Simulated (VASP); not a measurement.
GaReSi:

```
CELL_PARAMETERS angstrom
3.21031 0.00000 0.00000
0.00000 3.21031 0.00000
0.00000 0.00000 8.11543
ATOMIC_POSITIONS crystal
Ga 0.50000 0.00000 0.91366
Ga 0.00000 0.50000 0.08634
Si 0.00000 0.50000 0.41552
Si 0.50000 0.00000 0.58448
Re 0.00000 0.50000 0.72877
Re 0.50000 0.00000 0.27123
```

- Program: VASP 6.6.1
- Task: relaxation of cell and atoms
- Functional: LDA
- Potentials or basis: VASP PAW LDA potentials, release 64 (Ga_d, Si, Re)
- Cutoff: 600 eV
- k mesh: 12 × 12 × 6
- Occupations: gaussian, width 0.01 eV
- Spin: no spin polarisation

At the start: pressure -9.4 GPa; volume 13.94 Å³/atom.

Task: Where does the relaxation end?

Result: Over 12 steps the energy falls by 18.8 meV/atom and the volume is 13.33 Å³/atom (-4.4 %); space group P4/nmm (No. 129, to 0.05 Å).

Step by step:
```
step  energy change (eV)  largest force (eV/Å)  pressure (GPa)  volume (Å³)
   1              0.0000                0.1338           -9.36        83.64
   2              0.2895                0.9780           22.61        74.16
   3             -0.1063                0.3128           -0.28        80.24
   4             -0.1064                0.3201           -0.02        80.16
   5             -0.1112                0.0731            0.09        79.98
   6             -0.1112                0.0761            0.00        79.99
   7             -0.1127                0.0557            0.13        79.95
   8             -0.1128                0.0453            0.14        79.92
   9             -0.1130                0.0150           -0.26        80.04
  10             -0.1130                0.0169           -0.12        80.01
  11             -0.1131                0.0098            0.12        79.92
  12             -0.1131                0.0010            0.01        79.96
```

Final structure:
```
CELL_PARAMETERS angstrom
3.16604 0.00000 0.00000
0.00000 3.16604 0.00000
0.00000 0.00000 7.97666
ATOMIC_POSITIONS crystal
Ga 0.50000 0.00000 0.91519
Ga 0.00000 0.50000 0.08481
Si 0.00000 0.50000 0.41480
Si 0.50000 0.00000 0.58520
Re 0.00000 0.50000 0.73104
Re 0.50000 0.00000 0.26896
```
